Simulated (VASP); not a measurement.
# Li (P6_3/mmc) in VASP: a series of runs, part 2 of 2

VASP 6.6.1. Earlier steps stand in the parts before.

## 3. Single point, LDA

Input file INCAR:

```
ALGO = Normal
EDIFF = 1E-6
ENCUT = 750
GGA = CA
GGA_COMPAT = F
ISIF = 2
ISMEAR = -1
LASPH = T
LCHARG = F
LREAL = F
LWAVE = F
NBANDS = 10
NELM = 120
PREC = Accurate
SIGMA = 0.1
```

Input file KPOINTS:

```
k-points
0
Gamma
  11 11 6
```

Input file POSCAR:

```
Li
1.0
    3.0181233006      0.0000000000      0.0000000000
   -1.5090616503      2.6137714501      0.0000000000
    0.0000000000      0.0000000000      4.8206001244
Li
2
Direct
    0.3333333333      0.6666666667      0.2500000000
    0.6666666667      0.3333333333      0.7500000000
```

Potentials or basis: VASP PAW LDA potentials, release 64 (Li_sv).

Started as:

```
$ cat potpaw_LDA.64/Li_sv/POTCAR > POTCAR
$ mpirun -np 1 vasp_std > vasp.out
```

OUTCAR:

```text
EDIFF = 1E-6
   ENCUT = 750
   GGA = CA
   ISIF = 2
   ISMEAR = -1
   LASPH = T
   LREAL = F
   NELM = 120
   PREC = Accurate

 ion  position               nearest neighbor table
   1  0.333  0.667  0.250-
   2  0.667  0.333  0.750-

  LATTYP: Found a hexagonal cell.
 ALAT       =     3.0181233006
 C/A-ratio  =     1.5972177556

  Lattice vectors:

 A1 = (   3.0181233006,   0.0000000000,   0.0000000000)
 A2 = (  -1.5090616503,   2.6137714501,   0.0000000000)
 A3 = (   0.0000000000,   0.0000000000,   4.8206001244)

Analysis of symmetry for initial positions (statically):
=====================================================================
 Subroutine PRICEL returns:
 Original cell was already a primitive cell.

 Routine SETGRP: Setting up the symmetry group for a
 hexagonal supercell.

 Subroutine GETGRP returns: Found 24 space group operations
 (whereof 12 operations were pure point group operations)
 out of a pool of 24 trial point group operations.

The static configuration has the point symmetry D_3d.
 The point group associated with its full space group is D_6h.

Analysis of symmetry for dynamics (positions and initial velocities):
=====================================================================
 Subroutine PRICEL returns:
 Original cell was already a primitive cell.

 Routine SETGRP: Setting up the symmetry group for a
 hexagonal supercell.

 Subroutine GETGRP returns: Found 24 space group operations
 (whereof 12 operations were pure point group operations)
 out of a pool of 24 trial point group operations.

The dynamic configuration has the point symmetry D_3d.
 The point group associated with its full space group is D_6h.

 Subroutine INISYM returns: Found 24 space group operations
 (whereof 12 operations are pure point group operations),
 and found     1 'primitive' translations

[... 111 lines left out ...]
   IALGO  =     38    algorithm
   IMIX   =      4    mixing-type and parameters
     AMIX     =   0.40;   BMIX     =  1.00
     AMIX_MAG =   1.60;   BMIX_MAG =  1.00
  volume/ion in A,a.u.               =      19.01       128.31
  Fermi-wavevector in a.u.,A,eV,Ry     =   0.884620  1.671689 10.647270  0.782552
  Thomas-Fermi vector in A             =   2.005544
   LORBIT       =      0    0 simple, 1 ext, 2 COOP (PROOUT), +10 PAW based schemes
   GGA     = CA    functional components
   LHFCALC =     F    Hartree Fock is set to
   AEXX    =    0.0000 exact exchange contribution
   IVDW    =     0    specifies the selected vdW correction
   LEPSILON=     F    determine dielectric tensor
   LRPA    =     F    only Hartree local field effects (RPA)
 non-spin polarized calculation
  energy-cutoff  :      750.00
  volume of cell :       38.03
 maximum number of plane-waves:      1798
 NGX is ok and might be reduce to    28
   NGX = 13   NGY = 13   NGZ = 21

 number of electron       6.0000000 magnetization

 Free energy of the ion-electron system (eV)
  ---------------------------------------------------
  ext. energy  EPLUGINS =         0.00000000
  ---------------------------------------------------
  free energy    TOTEN  =        -4.10442519 eV

  energy without entropy =       -4.06824297  energy(sigma->0) =       -4.08633408

 E-fermi :   0.8135     XC(G=0):  -7.3068

 val. band max:        0.7951171878   @ k =   0.3636   0.1818   0.0000
 cond. band min:       0.8340567689   @ k =   0.2727   0.1818   0.5000
 fundamental gap:      0.0389395811
 Fermi energy:         0.8135256710

 k-point     1 :       0.0000    0.0000    0.0000
  band No.  band energies     occupation
      1     -44.7332      2.00000
      2     -44.7051      2.00000
      3      -2.7991      2.00000
      4       0.8563      0.78954
      5       4.1349      0.00000
      6      13.3299      0.00000
      7      13.3299      0.00000
      8      14.8517      0.00000
      9      14.8517      0.00000
     10      16.0373      0.00000
[... 287 lines left out ...]
 k-point    24 :       0.1818    0.0909    0.1667
  band No.  band energies     occupation
      1     -44.7209      2.00000
      2     -44.7025      2.00000
      3      -1.7543      2.00000
      4       1.3138      0.01334
      5       5.3462      0.00000
      6       8.7183      0.00000
      7      10.0727      0.00000
      8      12.3468      0.00000
      9      13.5443      0.00000
     10      14.2404      0.00000

 [... further k-points ...]
[... 5 lines left out ...]
  --------------------------------------------------------------------------------------
  -------------------------------------------------------------------------------------
  Total       -0.0979643     -0.0979643      0.0812075      0.0000000      0.0000000      0.0000000
  in kB       -4.1273645     -4.1273645      3.4213786      0.0000000      0.0000000      0.0000000
  external PRESSURE =      -1.6111168 kB  Pullay stress =       0.0000000 kB

 VOLUME and BASIS-vectors are now :
 -----------------------------------------------------------------------------
  energy-cutoff  :      750.00
  volume of cell :       38.03
      direct lattice vectors                 reciprocal lattice vectors
     3.018123301  0.000000000  0.000000000     0.331331725  0.191294461  0.000000000
    -1.509061650  2.613771450  0.000000000     0.000000000  0.382588921  0.000000000
     0.000000000  0.000000000  4.820600124     0.000000000  0.000000000  0.207443052

 POSITION                                       TOTAL-FORCE (eV/Angst)
 -----------------------------------------------------------------------------------
     -0.00000      1.74251      1.20515         0.000000      0.000000      0.000000
      1.50906      0.87126      3.61545         0.000000     -0.000000      0.000000
 -----------------------------------------------------------------------------------
    total drift:                               -0.000000      0.000000      0.000000

  FREE ENERGIE OF THE ION-ELECTRON SYSTEM (eV)
  ---------------------------------------------------
  free  energy   TOTEN  =        -4.1044251900 eV

  energy  without entropy=       -4.0682429667  energy(sigma->0) =       -4.08633408
```

OSZICAR:

```text
N       E                     dE             d eps       ncg     rms          rms(c)
DAV:   1     0.191597109570E+02    0.19160E+02   -0.37104E+03  1280   0.724E+02
DAV:   2    -0.125441804747E+01   -0.20414E+02   -0.19972E+02  1622   0.125E+02
DAV:   3    -0.403090924533E+01   -0.27765E+01   -0.27555E+01  2044   0.346E+01
DAV:   4    -0.410646309544E+01   -0.75554E-01   -0.75478E-01  1736   0.581E+00
DAV:   5    -0.410696855409E+01   -0.50546E-03   -0.50545E-03  1668   0.553E-01    0.298E-01
DAV:   6    -0.410521345196E+01    0.17551E-02   -0.10044E-03  2388   0.147E-01    0.166E-01
DAV:   7    -0.410441508432E+01    0.79837E-03   -0.17408E-03  2452   0.188E-01    0.425E-02
DAV:   8    -0.410442513724E+01   -0.10053E-04   -0.27603E-05  1502   0.542E-02    0.252E-03
DAV:   9    -0.410442519002E+01   -0.52780E-07   -0.96599E-07  1604   0.841E-03
   1 F= -.41044252E+01 E0= -.40863341E+01  d E =-.361822E-01
```

stdout:

```text
POSCAR found type information on POSCAR Li
 POSCAR found :  1 types and       2 ions
 scaLAPACK will be used
 LDA part: xc-table for (Slater(with rela. corr.)+CA(PZ))
 , standard interpolation
 POSCAR, INCAR and KPOINTS ok, starting setup
 FFT: planning ... GRIDC
 FFT: planning ... GRID_SOFT
 FFT: planning ... GRID
 WAVECAR not read
 entering main loop
```

Wall time 40 s (1 thread of Intel Xeon 8259CL, shared host); peak memory 0.16 GiB.

What came out:

```
Free energy            : -4.1044 eV
Pressure               : -0.2 GPa
Band gap on the k mesh : zero (band 3 reaches 2.58 eV, above the bottom of band 4 at -1.64 eV)
```

## 4. Relaxation of cell and atoms, LDA

This run uses another cell than the first one, of 21.34 Å³/atom, 1.123 times its volume.

Input file INCAR:

```
  ALGO = Normal
  EDIFF = 1E-7
  EDIFFG = -0.02
  ENCUT = 750
  GGA_COMPAT = F
  IBRION = 2
  ISIF = 3
  ISMEAR = -1
  LASPH = T
  LCHARG = F
  LREAL = F
  LWAVE = F
  NELM = 120
  NELMIN = 4
  NSW = 60
  PREC = Accurate
  SIGMA = 0.1
```

Input file KPOINTS:

```
k-points
0
Gamma
  8 8 5
```

Input file POSCAR:

```
Li
1.0
    3.1110000000      0.0000000000      0.0000000000
   -1.5555000000      2.6942050000      0.0000000000
    0.0000000000      0.0000000000      5.0930000000
Li
2
Direct
    0.3333333333      0.6666666667      0.2500000000
    0.6666666667      0.3333333333      0.7500000000
```

Potentials or basis: VASP PAW LDA potentials, release 64 (Li_sv).

Started as:

```
$ cat potpaw_LDA.64/Li_sv/POTCAR > POTCAR
$ mpirun -np 1 vasp_std > vasp.out
```

OUTCAR:

```text
EDIFF = 1E-7
   EDIFFG = -0.02
   ENCUT = 750
   IBRION = 2
   ISIF = 3
   ISMEAR = -1
   LASPH = T
   LREAL = F
   NELM = 120
   NELMIN = 4
   NSW = 60
   PREC = Accurate

 ion  position               nearest neighbor table
   1  0.333  0.667  0.250-
   2  0.667  0.333  0.750-

  LATTYP: Found a hexagonal cell.
 ALAT       =     3.1110000000
 C/A-ratio  =     1.6370941819

  Lattice vectors:

 A1 = (   3.1110000000,   0.0000000000,   0.0000000000)
 A2 = (  -1.5555000000,   2.6942050000,   0.0000000000)
 A3 = (   0.0000000000,   0.0000000000,   5.0930000000)

Analysis of symmetry for initial positions (statically):
=====================================================================
 Subroutine PRICEL returns:
 Original cell was already a primitive cell.

 Routine SETGRP: Setting up the symmetry group for a
[... 293 lines left out ...]
 fundamental gap:      0.1476644177
 Fermi energy:         0.7818561001

 k-point     1 :       0.0000    0.0000    0.0000
  band No.  band energies     occupation
      1     -44.6909      2.00000
      2     -44.6629      2.00000
      3      -2.7846      2.00000
      4       0.8224      0.80025
      5       4.1066      0.00000
      6      13.5552      0.00000
      7      13.5552      0.00000
[... 221 lines left out ...]
 k-point    24 :       0.3750   -0.0000    0.4000
  band No.  band energies     occupation
      1     -44.6646      2.00000
      2     -44.6605      2.00000
      3       0.1588      1.99607
      4       1.0434      0.13635
      5       5.5683      0.00000
      6       6.5086      0.00000
      7      10.4264      0.00000

 [... further k-points ...]

------------------------ aborting loop because EDIFF is reached ----------------------------------------

  FORCE on cell =-STRESS in cart. coord.  units (eV):
  Direction    XX          YY          ZZ          XY          YZ          ZX
  --------------------------------------------------------------------------------------
  -------------------------------------------------------------------------------------
  Total        0.0380147      0.0380147     -0.0380342     -0.0000000     -0.0000000      0.0000000
  in kB        1.6157341      1.6157341     -1.6165656     -0.0000000     -0.0000000      0.0000000
  external PRESSURE =       0.5383009 kB  Pullay stress =       0.0000000 kB
[... 17 lines left out ...]
  FREE ENERGIE OF THE ION-ELECTRON SYSTEM (eV)
  ---------------------------------------------------
  free  energy   TOTEN  =        -4.1037262763 eV

  energy  without entropy=       -4.0707045646  energy(sigma->0) =       -4.08721542

 reached required accuracy - stopping structural energy minimisation
```

Run time: 65 s. Hardware: 1 thread of Intel Xeon 8259CL, shared host; peak memory 0.15 GiB.

What came out:

```
Free energy                            : -4.1037 eV
Relaxed volume                         : 18.85 Å³/atom
Relaxed cell                           : a = 2.999 Å, b = 2.999 Å, c = 4.839 Å, α = 90.00°, β = 90.00°, γ = 120.00°
Space group after relaxing (to 0.05 Å) : P6_3/mmc (No. 194)
Energy gained by relaxing              : 13.3 meV/atom
Ionic steps                            : 4
Pressure after relaxing                : 0.1 GPa
Band gap on the k mesh                 : zero (band 3 reaches 2.25 eV, above the bottom of band 4 at -1.15 eV)
```

Stress tensor (GPa, compression positive):
```
 0.16  0.00  0.00
 0.00  0.16  0.00
 0.00  0.00 -0.16
```

Step by step:
```tsv
step	energy change (eV)	largest force (eV/Å)	pressure (GPa)	volume (Å³)
1	0.0000	0.0000	-1.54	42.69
2	-0.0112	0.0000	-1.22	41.43
3	-0.0257	0.0000	-0.30	38.59
4	-0.0265	0.0000	0.05	37.70
```

Final structure:
```xyz
2
Lattice="2.9993 0.0000 0.0000 -1.4997 2.5975 0.0000 0.0000 0.0000 4.8385" Properties=species:S:1:pos:R:3 pbc="T T T"
Li    0.0000    1.7317    1.2096
Li    1.4997    0.8658    3.6289
```

Levels at points of the mesh, in eV from the Fermi level:
| k point | band 1 | band 2 | band 3 | band 4 | band 5 | band 6 |
| --- | --- | --- | --- | --- | --- | --- |
| (0.00, 0.00, 0.00) | -45.47 | -45.44 | -3.57 | 0.04 | 3.32 | 12.77 |
| (0.50, 0.00, 0.00) | -45.45 | -45.44 | -0.11 | 1.13 | 4.89 | 6.16 |

Caveat: the volume moved by -12 % from the deposited cell, more than functionals usually miss. LDA usually gives volumes a few per cent too small.

## 5. Summary

| task | cell | k mesh | gap on the mesh (eV) | pressure (GPa) |
| --- | --- | --- | --- | --- |
| single point | a = 3.018, b = 3.018, c = 4.821 Å, angles 90.0, 90.0, 120.0°, 2 atoms | 8 × 8 × 5 | none | -0.2 |
| single point | a = 3.018, b = 3.018, c = 4.821 Å, angles 90.0, 90.0, 120.0°, 2 atoms | 11 × 11 × 6 | none | -0.2 |
| relaxation of cell and atoms | relaxed from a = 3.111, b = 3.111, c = 5.093 Å, angles 90.0, 90.0, 120.0°, 2 atoms | 8 × 8 × 5 | none | 0.1 |

Alike in all rows: level LDA; potentials or basis VASP PAW LDA potentials, release 64 (Li_sv); no spin polarisation; cutoff (eV) 750; smearing fermi-dirac 0.1 eV.

Caveats: the volume moved by -12 % from the deposited cell, more than functionals usually miss (some runs).

Absolute energies hang on the potentials; compare differences alone.
